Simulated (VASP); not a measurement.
Write the native input for VASP 6.6.1 that does the following.

```
Task                   : single point
Functional             : PBE
Potentials or basis    : VASP PAW PBE potentials, release 64 (Li_sv)
Cutoff                 : 520 eV
k mesh                 : 10 × 10 × 5
Occupations            : fermi-dirac, width 0.05 eV
Spin                   : no spin polarisation
Dipole correction      : no
Further INCAR settings : ALGO = Normal; EDIFF = 1e-06; NBANDS = 10
```

The structure of Li lies in POSCAR:

```
Li
1.0
    3.1519389053      0.0000000000      0.0000000000
   -1.5759694526      2.7296591632      0.0000000000
    0.0000000000      0.0000000000      5.1600208437
Li
2
Direct
    0.6666666667      0.3333333333      0.7500000000
    0.3333333333      0.6666666667      0.2500000000
```

This cell differs from its parent crystal: volume scaled by 1.04.

These files were run (other wordings do the same):

INCAR

```
SYSTEM = Li
ALGO = Normal
EDIFF = 1E-6
ENCUT = 520
GGA = PE
ISIF = 2
ISMEAR = -1
LASPH = .TRUE.
LCHARG = .FALSE.
LREAL = .FALSE.
LWAVE = .FALSE.
NBANDS = 10
NELM = 80
PREC = Accurate
SIGMA = 0.05
```

KPOINTS

```
k-points
0
G
  10 10 5
  0 0 0
```

Potentials or basis: VASP PAW PBE potentials, release 64 (Li_sv).

Command:

```sh
$ cat potpaw_PBE.64/Li_sv/POTCAR > POTCAR
$ mpirun -np 1 vasp_std > vasp.out
```

It gave:

```yaml
Band_gap_on_the_k_mesh: zero (band 3 reaches 1.67 eV, above the bottom of band 4 at -1.52 eV)
```

Run time: 9 s on 1 thread of Intel Xeon 6975P-C, on a shared host, peak memory 0.15 GiB.
